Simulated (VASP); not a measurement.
# ReS2 in VASP: single point with LDA

Aim: the single point of ReS2 with LDA.

Program: VASP 6.6.1. These are calculated values, not measurements. Logs are shortened: lines on timing, memory, paths and dates and some standing lists are left out, and cuts for length are marked.

## Step 1: The cell of the first run

The cell holds a sheet with vacuum, 24 atoms: a = 6.297 Å, b = 6.398 Å, c = 23.000 Å, α = 90.00°, β = 90.00°, γ = 61.22°.

## Step 2: Single point, LDA

INCAR reads:

```
ALGO = Normal
EDIFF = 1E-7
ENCUT = 520
ISIF = 2
ISMEAR = 0
LASPH = T
LCHARG = F
LREAL = Auto
LWAVE = F
NBANDS = 94
NELM = 60
PREC = Accurate
SIGMA = 0.01
```

KPOINTS reads:

```
k-points
0
Gamma
  4 4 1
```

POSCAR reads:

```
ReS2
1.0
    6.2972549174     -0.0070654847      0.0000000000
    3.0861432415      5.6045564456      0.0000000000
    0.0000000000      0.0000000000     23.0000000000
Re S
8 16
Direct
    0.0931258085      0.2620673088      0.3667303895
    0.2158450355      0.6363734836      0.3713807741
    0.6664648177      0.2350117718      0.3684430677
    0.6425034337      0.6637375130      0.3696195954
    0.9816343172      1.0007703769      0.6286193020
    1.1043535716      1.3750766502      0.6332695802
    1.5549759101      0.9734065276      0.6303803826
    1.5310145159      1.4021323058      0.6315568890
    0.8383393928      0.8533405160      0.3180476986
    0.2994266546      0.8847708162      0.3108254398
    0.0093764567      1.0135442823      0.4271483704
   -0.0297977459      0.5547932749      0.4368316879
    0.4707098172      1.0454922505      0.4198707105
    0.7992521269      0.3910940999      0.2936720979
    0.5093786907      0.5084636040      0.4445135562
    0.3387286229      0.3438765739      0.3013832290
    1.7267695304      1.5916516936      0.5801292136
    1.1881028421      1.6235997399      0.5728516284
    0.8980523840      1.7523730022      0.6891746140
    0.8587507254      1.2932677528      0.6986167602
    1.3591398768      1.7838034444      0.6819522561
    1.6881006901      1.1286803535      0.5554865091
    1.3982271499      1.2460499046      0.7063279217
    1.2272768217      1.0823507747      0.5631683258
```

Potentials or basis: VASP PAW LDA potentials, release 64 (Re, S).

Run with:

```bash
$ cat potpaw_LDA.64/Re/POTCAR potpaw_LDA.64/S/POTCAR > POTCAR
$ mpirun -np 1 vasp_std > vasp.out
```

OUTCAR:

```text
EDIFF = 1E-7
   ENCUT = 520
   ISIF = 2
   ISMEAR = 0
   LASPH = T
   LREAL = Auto
   NELM = 60
   PREC = Accurate

 ion  position               nearest neighbor table
   1  0.093  0.262  0.367-  12 2.30  14 2.34  11 2.35  16 2.39  13 2.43  10 2.48   4 2.76   3 2.77
                             2 2.85
   2  0.216  0.636  0.371-  16 2.30  15 2.34  10 2.36  12 2.39   9 2.43  11 2.48   3 2.76   4 2.78
                             1 2.85
   3  0.666  0.235  0.368-  15 2.33  14 2.34  11 2.36  16 2.40  13 2.41   9 2.44   4 2.67   2 2.76
                             1 2.77
   4  0.643  0.664  0.370-  14 2.33  15 2.34  10 2.36  12 2.40   9 2.42  13 2.43   3 2.67   1 2.76
                             2 2.78
   5  0.982  0.001  0.629-  20 2.30  22 2.34  19 2.36  24 2.39  21 2.43  18 2.48   8 2.76   7 2.78
                             6 2.85
   6  0.104  0.375  0.633-  24 2.30  23 2.34  18 2.35  20 2.39  17 2.43  19 2.48   7 2.76   8 2.77
                             5 2.85
   7  0.555  0.973  0.630-  23 2.33  22 2.34  19 2.36  24 2.40  21 2.42  17 2.43   8 2.67   6 2.76
                             5 2.78
   8  0.531  0.402  0.632-  22 2.33  23 2.34  18 2.36  20 2.40  17 2.41  21 2.44   7 2.67   5 2.76
                             6 2.77
   9  0.838  0.853  0.318-   4 2.42   2 2.43   3 2.44
  10  0.299  0.885  0.311-   2 2.36   4 2.36   1 2.48
  11  0.009  0.014  0.427-   1 2.35   3 2.36   2 2.48
  12  0.970  0.555  0.437-   1 2.30   2 2.39   4 2.40
  13  0.471  0.045  0.420-   3 2.41   1 2.43   4 2.43
  14  0.799  0.391  0.294-   4 2.33   3 2.34   1 2.34
[... 8 lines left out ...]
  23  0.398  0.246  0.706-   7 2.33   8 2.34   6 2.34
  24  0.227  0.082  0.563-   6 2.30   5 2.39   7 2.40

  LATTYP: Found a simple monoclinic cell.
 ALAT       =     6.2972588811
 B/A-ratio  =     3.6523827961
 C/A-ratio  =     1.0160091439
 COS(beta)  =    -0.4813720025

  Lattice vectors:

 A1 = (   6.2972549174,  -0.0070654847,   0.0000000000)
 A2 = (   0.0000000000,   0.0000000000,  23.0000000000)
 A3 = (  -3.0861432415,  -5.6045564456,   0.0000000000)

Analysis of symmetry for initial positions (statically):
=====================================================================
 Subroutine PRICEL returns:
 Original cell was already a primitive cell.

 Routine SETGRP: Setting up the symmetry group for a
 simple monoclinic supercell.

 Subroutine GETGRP returns: Found  2 space group operations
 (whereof  1 operations were pure point group operations)
 out of a pool of  4 trial point group operations.

The static configuration has the point symmetry C_1 .
 The point group associated with its full space group is S_2 .

Analysis of symmetry for dynamics (positions and initial velocities):
=====================================================================
 Subroutine PRICEL returns:
 Original cell was already a primitive cell.

 Routine SETGRP: Setting up the symmetry group for a
 simple monoclinic supercell.

 Subroutine GETGRP returns: Found  2 space group operations
 (whereof  1 operations were pure point group operations)
 out of a pool of  4 trial point group operations.

The dynamic configuration has the point symmetry C_1 .
 The point group associated with its full space group is S_2 .

 Subroutine INISYM returns: Found  2 space group operations
 (whereof  1 operations are pure point group operations),
 and found     1 'primitive' translations

----------------------------------------------------------------------------------------

                                     Primitive cell

  volume of cell :     812.2479

  direct lattice vectors                    reciprocal lattice vectors
     6.297254917 -0.007065485  0.000000000     0.158701302 -0.087388709  0.000000000
     3.086143241  5.604556446  0.000000000     0.000200070  0.178316084  0.000000000
     0.000000000  0.000000000 23.000000000     0.000000000  0.000000000  0.043478261

  length of vectors
     6.297258881  6.398072605 23.000000000     0.181170886  0.178316196  0.043478261

  position of ions in fractional coordinates (direct lattice)
     0.093125808  0.262067309  0.366730389
     0.215845036  0.636373484  0.371380774
     0.666464818  0.235011772  0.368443068
     0.642503434  0.663737513  0.369619595
     0.981634317  0.000770377  0.628619302
     0.104353572  0.375076650  0.633269580
[... 16 lines left out ...]
     0.398227150  0.246049905  0.706327922
     0.227276822  0.082350775  0.563168326

  ion indices of the primitive-cell ions
   primitive index   ion index
                 1           1
                 2           2
                 3           3
                 4           4
                 5           5
                 6           6
[... 16 lines left out ...]
                23          23
                24          24

----------------------------------------------------------------------------------------

 KPOINTS: k-points

Automatic generation of k-mesh.
 Grid dimensions read from file:
 generate k-points for:    4    4    1

 Generating k-lattice:

  Cartesian coordinates                     Fractional coordinates (reciprocal lattice)
     0.039675326 -0.021847177  0.000000000     0.250000000 -0.000000000  0.000000000
     0.000050017  0.044579021  0.000000000     0.000000000  0.250000000  0.000000000
     0.000000000  0.000000000  0.043478261     0.000000000  0.000000000  1.000000000

  Length of vectors
     0.045292721  0.044579049  0.043478261

  Shift w.r.t. Gamma in fractional coordinates (k-lattice)
     0.000000000  0.000000000  0.000000000

 Subroutine IBZKPT returns following result:
 ===========================================

 Found     10 irreducible k-points:

 Following reciprocal coordinates:
            Coordinates               Weight
  0.000000  0.000000  0.000000      1.000000
  0.250000 -0.000000  0.000000      2.000000
  0.500000 -0.000000  0.000000      1.000000
  0.000000  0.250000  0.000000      2.000000
  0.250000  0.250000  0.000000      2.000000
  0.500000  0.250000  0.000000      2.000000
 -0.250000  0.250000  0.000000      2.000000
  0.000000  0.500000  0.000000      1.000000
  0.250000  0.500000  0.000000      2.000000
  0.500000  0.500000  0.000000      1.000000
   k-points           NKPTS =     10   k-points in BZ     NKDIM =     10   number of bands    NBANDS=     94
   number of dos      NEDOS =    301   number of ions     NIONS =     24
   total plane-waves  NPLWV = 414720
   dimension x,y,z NGX =    48 NGY =   48 NGZ =  180
   dimension x,y,z NGXF=    96 NGYF=   96 NGZF=  360
   ions per type =               8  16
   NGX,Y,Z   is equivalent  to a cutoff of  12.67, 12.47, 13.01 a.u.
   NGXF,Y,Z  is equivalent  to a cutoff of  25.34, 24.94, 26.02 a.u.
 SYSTEM =  unknown system
   PREC   = accura    normal or accurate (medium, high low for compatibility)
   ISTART =      0    job   : 0-new  1-cont  2-samecut
   ICHARG =      2    charge: 1-file 2-atom 10-const
   ISPIN  =      1    spin polarized calculation?
   LNONCOLLINEAR =      F non collinear calculations
   LSORBIT =      F    spin-orbit coupling
   LASPH  =      T    aspherical Exc in radial PAW
   ENCUT  =  520.0 eV  38.22 Ry    6.18 a.u.  11.71 11.90 42.76*2*pi/ulx,y,z
   NELM   =     60;   NELMIN=  2; NELMDL= -5     # of ELM steps
   EDIFF  = 0.1E-06   stopping-criterion for ELM
   LREAL  =      T    real-space projection
   EDIFFG = 0.1E-05   stopping-criterion for IOM
   NSW    =      0    number of steps for IOM
   IBRION =     -1    ionic relax: 0-MD 1-quasi-New 2-CG
   NFREE  =      0    steps in history (QN), initial steepest desc. (CG)
   ISIF   =      2    stress and relaxation
   ISYM   =      2    0-nonsym 1-usesym 2-fastsym
   POTIM  = 0.5000    time-step for ionic-motion
   TEBEG  =    0.0;   TEEND  =   0.0 temperature during run
   PSTRESS=    0.0 pullay stress
   NELECT =     152.0000    total number of electrons
   NUPDOWN=      -1.0000    fix difference up-down
   EMIN   =  10.00;   EMAX   =-10.00  energy-range for DOS
   EFERMI =   0.00;   METHOD = LEGACY
   ISMEAR =     0;   SIGMA  =   0.01  broadening in eV -4-tet -1-fermi 0-gaus
   EFERMI_NEDOS =   21; number of points for ismear=-14 and -15
   IALGO  =     38    algorithm
   IMIX   =      4    mixing-type and parameters
     AMIX     =   0.40;   BMIX     =  1.00
     AMIX_MAG =   1.60;   BMIX_MAG =  1.00
  volume/ion in A,a.u.               =      33.84       228.39
  Fermi-wavevector in a.u.,A,eV,Ry     =   0.936397  1.769533 11.930113  0.876839
  Thomas-Fermi vector in A             =   2.063402
   LORBIT       =      0    0 simple, 1 ext, 2 COOP (PROOUT), +10 PAW based schemes
   GGA     = CA    functional components
   LHFCALC =     F    Hartree Fock is set to
   AEXX    =    0.0000 exact exchange contribution
   IVDW    =     0    specifies the selected vdW correction
   LEPSILON=     F    determine dielectric tensor
   LRPA    =     F    only Hartree local field effects (RPA)
 non-spin polarized calculation
 Gauss-broadening in eV      SIGMA  =   0.01
  energy-cutoff  :      520.00
  volume of cell :      812.25
 maximum number of plane-waves:     21894
 NGX is ok and might be reduce to    48
   NGX = 23   NGY = 23   NGZ = 85

 number of electron     152.0000002 magnetization

 Free energy of the ion-electron system (eV)
  ---------------------------------------------------
  ext. energy  EPLUGINS =         0.00000000
  ---------------------------------------------------
  free energy    TOTEN  =      -200.05801296 eV

  energy without entropy =     -200.05801296  energy(sigma->0) =     -200.05801296

 E-fermi :   0.1884     XC(G=0):  -6.2104

 val. band max:        0.1159050516   @ k =   0.0000   0.0000   0.0000
 cond. band min:       1.4784166148   @ k =   0.0000   0.0000   0.0000
 fundamental gap:      1.3625115632
 Fermi energy:         0.1884351005

 k-point     1 :       0.0000    0.0000    0.0000
  band No.  band energies     occupation
      1     -14.9707      2.00000
      2     -14.8679      2.00000
      3     -13.4713      2.00000
      4     -13.3563      2.00000
      5     -13.0332      2.00000
      6     -13.0034      2.00000
[... 899 lines left out ...]
     87       2.5830      0.00000
     88       2.6261      0.00000
 [bands above 88 left out]

------------------------ aborting loop because EDIFF is reached ----------------------------------------

  FORCE on cell =-STRESS in cart. coord.  units (eV):
  Direction    XX          YY          ZZ          XY          YZ          ZX
  --------------------------------------------------------------------------------------
  -------------------------------------------------------------------------------------
  Total        2.6685089      2.7619027      2.5369884     -0.0490269     -0.0868065      0.0045812
  in kB        5.2636941      5.4479156      5.0042670     -0.0967067     -0.1712277      0.0090364
  external PRESSURE =       5.2386256 kB  Pullay stress =       0.0000000 kB

 VOLUME and BASIS-vectors are now :
 -----------------------------------------------------------------------------
  energy-cutoff  :      520.00
  volume of cell :      812.25
      direct lattice vectors                 reciprocal lattice vectors
     6.297254917 -0.007065485  0.000000000     0.158701302 -0.087388709  0.000000000
     3.086143241  5.604556446  0.000000000     0.000200070  0.178316084  0.000000000
     0.000000000  0.000000000 23.000000000     0.000000000  0.000000000  0.043478261

 POSITION                                       TOTAL-FORCE (eV/Angst)
 -----------------------------------------------------------------------------------
      1.39521      1.46811      8.43480         0.022679     -0.021445     -0.017507
      3.32317      3.56507      8.54176        -0.022131      0.021891      0.014723
      4.92218      1.31243      8.47419        -0.013844     -0.043674     -0.010013
      6.09440      3.71541      8.50125         0.019466      0.047704      0.010689
      6.18398     -0.00262     14.45824         0.022131     -0.021891     -0.014723
      1.81468      2.10140     14.56520        -0.022679      0.021445      0.017507
[... 16 lines left out ...]
      3.26708      1.37619     16.24554        -0.002177      0.000917      0.167518
      1.68537      0.45993     12.95287        -0.001839     -0.033406     -0.128135
 -----------------------------------------------------------------------------------
    total drift:                                0.000655     -0.003719      0.012720

  FREE ENERGIE OF THE ION-ELECTRON SYSTEM (eV)
  ---------------------------------------------------
  free  energy   TOTEN  =      -200.0580129575 eV

  energy  without entropy=     -200.0580129575  energy(sigma->0) =     -200.05801296
```

Run time: 49 min. Hardware: 1 thread of AMD EPYC 9R45 (Zen 5), shared host; peak memory 0.81 GiB.

Results:

```yaml
Free_energy: -200.0580 eV
Largest_force: 0.168 eV/Å
Band_gap_on_the_k_mesh: 1.36 eV
```

Forces in eV/Å, atoms in the order of the input:
```
Re   0.023 -0.021 -0.018
Re  -0.022  0.022  0.015
Re  -0.014 -0.044 -0.010
Re   0.019  0.048  0.011
Re   0.022 -0.022 -0.015
Re  -0.023  0.021  0.018
Re  -0.019 -0.048 -0.011
Re   0.014  0.044  0.010
S    0.006  0.010 -0.070
S   -0.005  0.045 -0.091
S    0.005 -0.047  0.094
S    0.002  0.033  0.128
S   -0.006 -0.010  0.071
S    0.002 -0.001 -0.168
S   -0.001  0.005  0.162
S   -0.003 -0.035 -0.129
S    0.006  0.010 -0.071
S   -0.005  0.047 -0.094
S    0.005 -0.045  0.091
S    0.003  0.035  0.129
S   -0.006 -0.010  0.070
S    0.001 -0.005 -0.162
S   -0.002  0.001  0.168
S   -0.002 -0.033 -0.128
```

Levels at points of the mesh, in eV from the valence-band top:
```tsv
k point	band 73	band 74	band 75	band 76	band 77	band 78	band 79	band 80
(0.00, 0.00, 0.00)	-0.38	-0.25	-0.16	0.00	1.36	1.45	1.96	2.04
(0.50, 0.00, 0.00)	-0.51	-0.48	-0.41	-0.39	1.63	1.66	1.94	1.96
(0.00, 0.50, 0.00)	-0.42	-0.35	-0.19	-0.19	1.60	1.67	1.83	1.95
(0.50, 0.50, 0.00)	-0.51	-0.51	-0.47	-0.39	1.61	1.71	1.76	1.84
```

Caveat: spin-orbit coupling is left out, which moves the levels of the heavy elements.
